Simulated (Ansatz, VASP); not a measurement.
Al5Cu3: VASP beside Ansatz

```
Al Cu
1.0
    -2.76073    2.76073    3.78448
     2.76073   -2.76073    3.78448
     2.76073    2.76073   -3.78448
Al Cu
5 3
Direct
  0.50000 0.50000 0.50000
  0.00000 0.00000 0.50000
  0.50000 0.00000 0.00000
  0.00000 0.50000 0.00000
  0.00000 0.00000 0.00000
  0.50000 0.00000 0.50000
  0.00000 0.50000 0.50000
  0.50000 0.50000 0.00000
```

Change from the starting cell: species swapped into the Li3Mg5 type (I4/mmm, No. 139).

Alike in both runs: functional PBE; k mesh 8 × 8 × 8; occupations gaussian, width 0.1 eV; no spin polarisation.

Ansatz relaxed the structure, and its values are those at the end. VASP's run is a single point on that final structure, the one shown.

```csv
,VASP,Ansatz
version,VASP 6.6.1,Ansatz 0.2.0
potentials or method,"VASP PAW PBE potentials, release 64 (Al, Cu), cutoff 520 eV","scalar-relativistic, plane waves, PAW"
valence electrons in the cell,48,72
```

|  | VASP | Ansatz | Ansatz less VASP |
| --- | --- | --- | --- |
| gap on the k mesh at the Fermi level (eV) | none | none | - |
| pressure (GPa) | 0.1 | 0.0 | -0.10 |

A gap of «none» marks a metal or a gap that the smearing closes. VASP's potentials hold 48 valence electrons a cell and Ansatz's 72, so a difference there can come from the potentials and not from the codes.
